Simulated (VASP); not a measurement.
# Ga3As3CO in VASP: notebook

Ga3As3CO is run at these levels: PBE+D3(BJ); tasks: single point.

All numbers are computed with VASP 6.6.1; they aren't measurements. Logs are shortened: lines on timing, memory, paths and dates and some standing lists are left out, and cuts for length are marked.

**1. The cell of the first run**

The cell holds a slab with vacuum, 8 atoms: a = 4.014 Å, b = 5.676 Å, c = 23.335 Å, α = 90.00°, β = 90.00°, γ = 90.00°.

**2. Single point, PBE+D3(BJ)**

Input file INCAR:

```
SYSTEM = Ga3As3CO
PREC = Accurate
ENCUT = 520
EDIFF = 1E-6
ISMEAR = 0
SIGMA = 0.05
LREAL = .FALSE.
LASPH = .TRUE.
NELM = 80
ALGO = Normal
ISIF = 2
LWAVE = .FALSE.
LCHARG = .FALSE.
LDIPOL = .TRUE.
IDIPOL = 3
DIPOL = 0.5 0.5 0.323
GGA = PE
IVDW = 12
NBANDS = 42
```

Input file KPOINTS:

```
Automatic mesh
0
G
  7 5 1
  0 0 0
```

Input file POSCAR:

```
Ga3As3CO
1.0
    4.0137031111      0.0000000000      0.0000000000
    0.0000000000      5.6762333751      0.0000000000
    0.0000000000      0.0000000000     23.3352699083
Ga As O C
3 3 1 1
Direct
    0.5000000000      0.5000000000      0.1714143447
    0.0000000000      0.0653835255      0.2680035048
    0.5000000000      0.4894639609      0.3228546357
    0.0000000000      0.2500000000      0.1714143447
    0.5000000000      0.8102208698      0.2504948966
    0.0000000000      0.2887573198      0.3593388866
    0.5000000000      0.4554239865      0.4964703624
    0.5000000000      0.4554239865      0.5457519865
```

Potentials or basis: VASP PAW PBE potentials, release 64 (Ga_d, As, O, C).

Started as:

```bash
> cat potpaw_PBE.64/Ga_d/POTCAR potpaw_PBE.64/As/POTCAR potpaw_PBE.64/O/POTCAR potpaw_PBE.64/C/POTCAR > POTCAR
> mpirun -np 1 vasp_std > vasp.out
```

OUTCAR:

```text
SYSTEM = Ga3As3CO
   PREC = Accurate
   ENCUT = 520
   EDIFF = 1E-6
   ISMEAR = 0
   LREAL = .FALSE.
   LASPH = .TRUE.
   NELM = 80
   ISIF = 2
   GGA = PE
   IVDW = 12
 IVDW          = 12

 ion  position               nearest neighbor table
   1  0.500  0.500  0.171-   4 2.46   4 2.46   5 2.55
   2  0.000  0.065  0.268-   6 2.48   4 2.49   5 2.51   5 2.51
   3  0.500  0.489  0.323-   6 2.46   6 2.46   5 2.48
   4  0.000  0.250  0.171-   1 2.46   1 2.46   2 2.49
   5  0.500  0.810  0.250-   3 2.48   2 2.51   2 2.51   1 2.55
   6  0.000  0.289  0.359-   3 2.46   3 2.46   2 2.48
   7  0.500  0.455  0.496-   8 1.15
   8  0.500  0.455  0.546-   7 1.15

  LATTYP: Found a simple orthorhombic cell.
 ALAT       =     4.0137031111
 B/A-ratio  =     1.4142135624
 C/A-ratio  =     5.8139003465

  Lattice vectors:

 A1 = (   4.0137031111,   0.0000000000,   0.0000000000)
 A2 = (   0.0000000000,   5.6762333751,   0.0000000000)
 A3 = (   0.0000000000,   0.0000000000,  23.3352699083)

Analysis of symmetry for initial positions (statically):
=====================================================================
 Subroutine PRICEL returns:
 Original cell was already a primitive cell.

 Routine SETGRP: Setting up the symmetry group for a
 simple orthorhombic supercell.

 Subroutine GETGRP returns: Found  2 space group operations
 (whereof  2 operations were pure point group operations)
 out of a pool of  8 trial point group operations.

The static configuration has the point symmetry C_1h.

Analysis of symmetry for dynamics (positions and initial velocities):
=====================================================================
 Subroutine PRICEL returns:
 Original cell was already a primitive cell.

 Routine SETGRP: Setting up the symmetry group for a
 simple orthorhombic supercell.

 Subroutine GETGRP returns: Found  2 space group operations
 (whereof  2 operations were pure point group operations)
 out of a pool of  8 trial point group operations.

The dynamic configuration has the point symmetry C_1h.

 Subroutine INISYM returns: Found  2 space group operations
 (whereof  2 operations are pure point group operations),
 and found     1 'primitive' translations

----------------------------------------------------------------------------------------

                                     Primitive cell

  volume of cell :     531.6408
[... 100 lines left out ...]
   NUPDOWN=      -1.0000    fix difference up-down
   EMIN   =  10.00;   EMAX   =-10.00  energy-range for DOS
   EFERMI =   0.00;   METHOD = LEGACY
   ISMEAR =     0;   SIGMA  =   0.05  broadening in eV -4-tet -1-fermi 0-gaus
   EFERMI_NEDOS =   21; number of points for ismear=-14 and -15
   IALGO  =     38    algorithm
   IMIX   =      4    mixing-type and parameters
     AMIX     =   0.40;   BMIX     =  1.00
     AMIX_MAG =   1.60;   BMIX_MAG =  1.00
  volume/ion in A,a.u.               =      66.46       448.46
  Fermi-wavevector in a.u.,A,eV,Ry     =   0.808342  1.527546  8.890285  0.653418
  Thomas-Fermi vector in A             =   1.917130
   LORBIT       =      0    0 simple, 1 ext, 2 COOP (PROOUT), +10 PAW based schemes
   GGA     = PE    functional components
   LHFCALC =     F    Hartree Fock is set to
   AEXX    =    0.0000 exact exchange contribution
   IVDW    =    12    specifies the selected vdW correction
   LEPSILON=     F    determine dielectric tensor
   LRPA    =     F    only Hartree local field effects (RPA)
 non-spin polarized calculation
 Gauss-broadening in eV      SIGMA  =   0.05
  energy-cutoff  :      520.00
  volume of cell :      531.64
 maximum number of plane-waves:     14367
 NGX is ok and might be reduce to    30
   NGX = 15   NGY = 21   NGZ = 87

 dipolmoment           0.000000      0.000000     -0.003255 electrons x Angstroem

 number of electron      64.0000018 magnetization

 dipolmoment           0.000000      0.000000      0.053557 electrons x Angstroem

 Free energy of the ion-electron system (eV)
  ---------------------------------------------------
  ext. energy  EPLUGINS =         0.00000000
  ---------------------------------------------------
  free energy    TOTEN  =       -37.54644496 eV

  energy without entropy =      -37.54644496  energy(sigma->0) =      -37.54644496

 E-fermi :  -2.0764     XC(G=0):  -3.8092

 val. band max:       -2.2761968616   @ k =   0.0000   0.0000   0.0000
 cond. band min:      -1.8723580918   @ k =   0.4286   0.0000   0.0000
 fundamental gap:      0.4038387698
 Fermi energy:        -2.0764398267

 k-point     1 :       0.0000    0.0000    0.0000
  band No.  band energies     occupation
      1     -26.7400      2.00000
      2     -17.2558      2.00000
      3     -17.1969      2.00000
      4     -17.1814      2.00000
      5     -17.1569      2.00000
      6     -17.1341      2.00000
[... 529 lines left out ...]
     41       2.7220      0.00000
     42       3.0495      0.00000

------------------------ aborting loop because EDIFF is reached ----------------------------------------

 vacuum level on the upper side and lower side of the slab       (xc-potential included)         0.072        -0.334

 Edisp (eV)   -1.26449

 E8    (eV) :    -0.5739

  FORCE on cell =-STRESS in cart. coord.  units (eV):
  Direction    XX          YY          ZZ          XY          YZ          ZX
  --------------------------------------------------------------------------------------
  -------------------------------------------------------------------------------------
  Total      -2.05949    -2.63978    -0.83159     0.00000    -0.00448     0.00000
  in kB      -6.20657    -7.95537    -2.50611     0.00000    -0.01351     0.00000
  external pressure =       -5.56 kB  Pullay stress =        0.00 kB

 VOLUME and BASIS-vectors are now :
 -----------------------------------------------------------------------------
  energy-cutoff  :      520.00
  volume of cell :      531.64
      direct lattice vectors                 reciprocal lattice vectors
     4.013703111  0.000000000  0.000000000     0.249146480  0.000000000  0.000000000
     0.000000000  5.676233375  0.000000000     0.000000000  0.176173165  0.000000000
     0.000000000  0.000000000 23.335269908     0.000000000  0.000000000  0.042853586

 POSITION                                       TOTAL-FORCE (eV/Angst)
 -----------------------------------------------------------------------------------
      2.00685      2.83812      4.00000         0.000000     -0.312394      1.031552
      0.00000      0.37113      6.25393         0.000000     -0.000958      0.019344
      2.00685      2.77831      7.53390         0.000000     -0.004783      0.013564
      0.00000      1.41906      4.00000         0.000000      0.314947     -1.065829
      2.00685      4.59900      5.84537         0.000000      0.008004     -0.013485
      0.00000      1.63905      8.38527         0.000000     -0.013393      0.033681
      2.00685      2.58509     11.58527         0.000000      0.015296      0.708066
      2.00685      2.58509     12.73527         0.000000     -0.006718     -0.726893
 -----------------------------------------------------------------------------------
    total drift:                                0.000000     -0.000968      0.000367

  FREE ENERGIE OF THE ION-ELECTRON SYSTEM (eV)
  ---------------------------------------------------
  free  energy   TOTEN  =       -38.8109379811 eV

  energy  without entropy=      -38.8109379809  energy(sigma->0) =      -38.81093798

 vacuum level on the upper side and lower side of the slab         2.693         2.272
```

It took 7.2 min on 1 thread of Oxide Virtual Turin-like, shared host; peak memory 0.61 GiB.

Results:

```
Free energy                : -38.8109 eV
Largest force              : 1.111 eV/Å
Band gap on the k mesh     : 0.40 eV, indirect (least direct gap 0.75 eV)
Dispersion energy per atom : -0.158 eV
```

Forces on the atoms (eV/Å):
```
Ga   0.000 -0.312  1.032
Ga   0.000 -0.001  0.019
Ga   0.000 -0.005  0.014
As   0.000  0.315 -1.066
As   0.000  0.008 -0.013
As   0.000 -0.013  0.034
O    0.000  0.015  0.708
C    0.000 -0.007 -0.727
```

**3. Single point, PBE+D3(BJ)**

Input file INCAR:

```
PREC     = Accurate       # precision mode
ENCUT    = 520            # plane-wave cutoff, eV
EDIFF    = 1E-6           # SCF threshold, eV
ISMEAR   = 0              # smearing method
SIGMA    = 0.05           # smearing width, eV
LREAL    = False          # projectors in reciprocal space
LASPH    = True           # aspherical terms in the spheres
NELM     = 60             # most SCF steps
ALGO     = Normal         # electronic algorithm
ISIF     = 2              # what is computed and relaxed
LWAVE    = False          # write WAVECAR
LCHARG   = True           # write CHGCAR
LDIPOL   = True         
IDIPOL   = 3            
DIPOL    = 0.5 0.5 0.323
GGA      = PE             # functional
IVDW     = 12             # dispersion correction
LELF     = True           # ELF
LVHAR    = True         
LVACPOTAV= True         
NBANDS   = 42             # bands
```

Input file KPOINTS:

```
Automatic mesh
0
Gamma
  7 5 1
```

POSCAR, as its differences from that of step 2:

```diff
@@ -14,3 +14,3 @@
     0.0000000000      0.2887573198      0.3593388866
-    0.5000000000      0.4554239865      0.4964703624
-    0.5000000000      0.4554239865      0.5457519865
+    0.5000000000      0.7887573198      0.4964703624
+    0.5000000000      0.7887573198      0.5457519865
```

Potentials or basis: VASP PAW PBE potentials, release 64 (Ga_d, As, O, C).

Started as:

```bash
> cat potpaw_PBE.64/Ga_d/POTCAR potpaw_PBE.64/As/POTCAR potpaw_PBE.64/O/POTCAR potpaw_PBE.64/C/POTCAR > POTCAR
> mpirun -np 1 vasp_std > vasp.out
```

OUTCAR:

```text
PREC = Accurate
   ENCUT = 520
   EDIFF = 1E-6
   ISMEAR = 0
   LREAL = False
   LASPH = True
   NELM = 60
   ISIF = 2
   GGA = PE
   IVDW = 12
 IVDW          = 12

 ion  position               nearest neighbor table
   1  0.500  0.500  0.171-   4 2.46   4 2.46   5 2.55
   2  0.000  0.065  0.268-   6 2.48   4 2.49   5 2.51   5 2.51
   3  0.500  0.489  0.323-   6 2.46   6 2.46   5 2.48
   4  0.000  0.250  0.171-   1 2.46   1 2.46   2 2.49
   5  0.500  0.810  0.250-   3 2.48   2 2.51   2 2.51   1 2.55
   6  0.000  0.289  0.359-   3 2.46   3 2.46   2 2.48
   7  0.500  0.789  0.496-   8 1.15
   8  0.500  0.789  0.546-   7 1.15

  LATTYP: Found a simple orthorhombic cell.
 ALAT       =     4.0137031111
[... 745 lines left out ...]
  in kB      -6.28131    -8.01462    -2.87953     0.00000    -0.14326     0.00000
  external pressure =       -5.73 kB  Pullay stress =        0.00 kB

 VOLUME and BASIS-vectors are now :
 -----------------------------------------------------------------------------
  energy-cutoff  :      520.00
  volume of cell :      531.64
      direct lattice vectors                 reciprocal lattice vectors
     4.013703111  0.000000000  0.000000000     0.249146480  0.000000000  0.000000000
     0.000000000  5.676233375  0.000000000     0.000000000  0.176173165  0.000000000
     0.000000000  0.000000000 23.335269908     0.000000000  0.000000000  0.042853586

 POSITION                                       TOTAL-FORCE (eV/Angst)
 -----------------------------------------------------------------------------------
      2.00685      2.83812      4.00000         0.000000     -0.309512      1.031203
      0.00000      0.37113      6.25393         0.000000     -0.009691      0.019747
      2.00685      2.77831      7.53390         0.000000      0.010275      0.021295
      0.00000      1.41906      4.00000         0.000000      0.315559     -1.061343
      2.00685      4.59900      5.84537         0.000000      0.009462     -0.014161
      0.00000      1.63905      8.38527         0.000000     -0.012127      0.050137
      2.00685      4.47717     11.58527         0.000000     -0.007388      0.688235
      2.00685      4.47717     12.73527         0.000000      0.003423     -0.735113
 -----------------------------------------------------------------------------------
    total drift:                                0.000000     -0.001127      0.000456

  FREE ENERGIE OF THE ION-ELECTRON SYSTEM (eV)
  ---------------------------------------------------
  free  energy   TOTEN  =       -38.8126317444 eV

  energy  without entropy=      -38.8126317442  energy(sigma->0) =      -38.81263174

 vacuum level on the upper side and lower side of the slab         2.812         2.335
```

OSZICAR:

```text
N       E                     dE             d eps       ncg     rms          rms(c)
DAV:   1     0.468941407310E+03    0.46894E+03   -0.26355E+04  1112   0.136E+03
DAV:   2     0.354713667810E+02   -0.43347E+03   -0.41526E+03  1258   0.311E+02
DAV:   3    -0.348344885586E+02   -0.70306E+02   -0.69322E+02  1300   0.128E+02
DAV:   4    -0.391661492936E+02   -0.43317E+01   -0.42959E+01  1444   0.335E+01
[... 14 lines left out ...]
DAV:  19    -0.375563443493E+02   -0.13844E-04   -0.89714E-07   852   0.488E-03    0.753E-04
DAV:  20    -0.375563548650E+02   -0.10516E-04   -0.86451E-07   782   0.445E-03    0.376E-04
DAV:  21    -0.375563563567E+02   -0.14917E-05   -0.13642E-07   774   0.186E-03    0.267E-04
DAV:  22    -0.375563595068E+02   -0.31501E-05   -0.24984E-07   788   0.191E-03    0.157E-04
DAV:  23    -0.375563603297E+02   -0.82295E-06   -0.45114E-08   768   0.826E-04
   1 F= -.38812632E+02 E0= -.38812632E+02  d E =-.204494E-09
```

stdout:

```text
POSCAR found type information on POSCAR GaAsO C
 POSCAR found :  4 types and       8 ions
 scaLAPACK will be used
 LDA part: xc-table for (Slater+PW92), standard interpolation
 POSCAR, INCAR and KPOINTS ok, starting setup
 FFT: planning ... GRIDC
 FFT: planning ... GRID_SOFT
 FFT: planning ... GRID
 WAVECAR not read
 entering main loop
 -----------------------------------------------------------------------------
|                                                                             |
|           W    W    AA    RRRRR   N    N  II  N    N   GGGG   !!!           |
|           W    W   A  A   R    R  NN   N  II  NN   N  G    G  !!!           |
|           W    W  A    A  R    R  N N  N  II  N N  N  G       !!!           |
|           W WW W  AAAAAA  RRRRR   N  N N  II  N  N N  G  GGG   !            |
|           WW  WW  A    A  R   R   N   NN  II  N   NN  G    G                |
|           W    W  A    A  R    R  N    N  II  N    N   GGGG   !!!           |
|                                                                             |
|     Did not find any points to average over, which means that no vacuum     |
|     field-free region was found. Please increase the size of  your cell     |
|     in the dimension of the dipole correction to obtain accurate            |
|     workfunction values.                                                    |
|                                                                             |
 -----------------------------------------------------------------------------
```

Wall time 7.7 min (1 thread of Oxide Virtual Turin-like, shared host); peak memory 0.61 GiB.

What came out:

```
Free energy                : -38.8126 eV
Largest force              : 1.107 eV/Å
Band gap on the k mesh     : 0.40 eV, indirect (least direct gap 0.75 eV)
Dispersion energy per atom : -0.157 eV
```

Forces in eV/Å, atoms in the order of the input:
```
Ga   0.000 -0.310  1.031
Ga   0.000 -0.010  0.020
Ga   0.000  0.010  0.021
As   0.000  0.316 -1.061
As   0.000  0.009 -0.014
As   0.000 -0.012  0.050
O    0.000 -0.007  0.688
C    0.000  0.003 -0.735
```

**4. Single point, PBE+D3(BJ)**

Input file INCAR:

```
SYSTEM = Ga3As3CO
PREC = Accurate
ENCUT = 520
EDIFF = 1E-7
ISMEAR = 0
SIGMA = 0.05
LREAL = .FALSE.
LASPH = .TRUE.
NELM = 100
ALGO = Normal
ISIF = 2
LWAVE = .FALSE.
LCHARG = .FALSE.
LDIPOL = .TRUE.
IDIPOL = 3
DIPOL = 0.5 0.5 0.323
GGA = PE
IVDW = 12
NBANDS = 42
```

Input file KPOINTS:

```
regular mesh
0
G
  7 5 1
  0 0 0
```

POSCAR, as its differences from that of step 3:

```diff
@@ -14,3 +14,3 @@
     0.0000000000      0.2887573198      0.3593388866
-    0.5000000000      0.7887573198      0.4964703624
-    0.5000000000      0.7887573198      0.5457519865
+    0.5000000000      1.1220906532      0.4964703624
+    0.5000000000      1.1220906532      0.5457519865
```

Potentials or basis: VASP PAW PBE potentials, release 64 (Ga_d, As, O, C).

Started as:

```bash
> cat potpaw_PBE.64/Ga_d/POTCAR potpaw_PBE.64/As/POTCAR potpaw_PBE.64/O/POTCAR potpaw_PBE.64/C/POTCAR > POTCAR
> mpirun -np 1 vasp_std > vasp.out
```

OUTCAR:

```text
SYSTEM = Ga3As3CO
   PREC = Accurate
   ENCUT = 520
   EDIFF = 1E-7
   ISMEAR = 0
   LREAL = .FALSE.
   LASPH = .TRUE.
   NELM = 100
   ISIF = 2
   GGA = PE
   IVDW = 12
 IVDW          = 12

 ion  position               nearest neighbor table
   1  0.500  0.500  0.171-   4 2.46   4 2.46   5 2.55
   2  0.000  0.065  0.268-   6 2.48   4 2.49   5 2.51   5 2.51
   3  0.500  0.489  0.323-   6 2.46   6 2.46   5 2.48
   4  0.000  0.250  0.171-   1 2.46   1 2.46   2 2.49
   5  0.500  0.810  0.250-   3 2.48   2 2.51   2 2.51   1 2.55
   6  0.000  0.289  0.359-   3 2.46   3 2.46   2 2.48
   7  0.500  0.122  0.496-   8 1.15
[... 751 lines left out ...]
  in kB      -6.16028    -7.98413    -2.45235     0.00000    -0.16576     0.00000
  external pressure =       -5.53 kB  Pullay stress =        0.00 kB

 VOLUME and BASIS-vectors are now :
 -----------------------------------------------------------------------------
  energy-cutoff  :      520.00
  volume of cell :      531.64
      direct lattice vectors                 reciprocal lattice vectors
     4.013703111  0.000000000  0.000000000     0.249146480  0.000000000  0.000000000
     0.000000000  5.676233375  0.000000000     0.000000000  0.176173165  0.000000000
     0.000000000  0.000000000 23.335269908     0.000000000  0.000000000  0.042853586

 POSITION                                       TOTAL-FORCE (eV/Angst)
 -----------------------------------------------------------------------------------
      2.00685      2.83812      4.00000         0.000000     -0.312132      1.028391
      0.00000      0.37113      6.25393         0.000000     -0.003776      0.014349
      2.00685      2.77831      7.53390         0.000000     -0.004166      0.004148
      0.00000      1.41906      4.00000         0.000000      0.318321     -1.062883
      2.00685      4.59900      5.84537         0.000000      0.012240     -0.011325
      0.00000      1.63905      8.38527         0.000000     -0.006570      0.042611
      2.00685      0.69302     11.58527         0.000000     -0.007760      0.717519
      2.00685      0.69302     12.73527         0.000000      0.003844     -0.732809
 -----------------------------------------------------------------------------------
    total drift:                                0.000000     -0.001309      0.000319

  FREE ENERGIE OF THE ION-ELECTRON SYSTEM (eV)
  ---------------------------------------------------
  free  energy   TOTEN  =       -38.8044012451 eV

  energy  without entropy=      -38.8044012448  energy(sigma->0) =      -38.80440124

 vacuum level on the upper side and lower side of the slab         2.805         2.331
```

Wall time 7.8 min (1 thread of Oxide Virtual Turin-like, shared host); peak memory 0.63 GiB.

Results:

```yaml
Free_energy: -38.8044 eV
Largest_force: 1.110 eV/Å
Band_gap_on_the_k_mesh: 0.40 eV, indirect (least direct gap 0.75 eV)
Dispersion_energy_per_atom: -0.158 eV
```

Forces in eV/Å, atoms in the order of the input:
```
Ga   0.000 -0.312  1.028
Ga   0.000 -0.004  0.014
Ga   0.000 -0.004  0.004
As   0.000  0.318 -1.063
As   0.000  0.012 -0.011
As   0.000 -0.007  0.043
O    0.000 -0.008  0.718
C    0.000  0.004 -0.733
```
